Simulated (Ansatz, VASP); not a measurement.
One calculation of Hg, two programs

```
Hg
1.0
     1.72900    0.99824    2.22800
    -1.72900    0.99824    2.22800
     0.00000   -1.99648    2.22800
Hg
1
Direct
  0.00000 0.00000 0.00000
```

Alike in both runs: task relaxation of cell and atoms; functional RPBE; k mesh 11 × 11 × 11; occupations fermi-dirac, width 0.1 eV; no spin polarisation.

|  | VASP | Ansatz |
| --- | --- | --- |
| version | VASP 6.6.1 | Ansatz 0.2.0 |
| potentials or method | VASP PAW PBE potentials, release 64 (Hg), cutoff 600 eV | plane waves (420 eV) with PAW, scalar-relativistic |
| valence electrons in the cell | 12 | 20 |

VASP gave:

* relaxed volume (Å³/atom): 87.67
* relaxed cell length with the largest relative difference (Å): 4.684

Question: Which values does Ansatz return?

Answer: Relaxed volume (Å³/atom): 101.43; relaxed cell length with the largest relative difference (Å): 5.064.

VASP's potentials were made for PBE, not for RPBE. One of these differences is far larger than is usual between the two programs; its cause wasn't traced. VASP's potentials hold 12 valence electrons a cell and Ansatz's 20, so a difference there can come from the potentials and not from the codes.

Spin-orbit coupling is off throughout. Noted on VASP's run: the volume moved by over 15 % at a fixed basis, so the end points are rough.
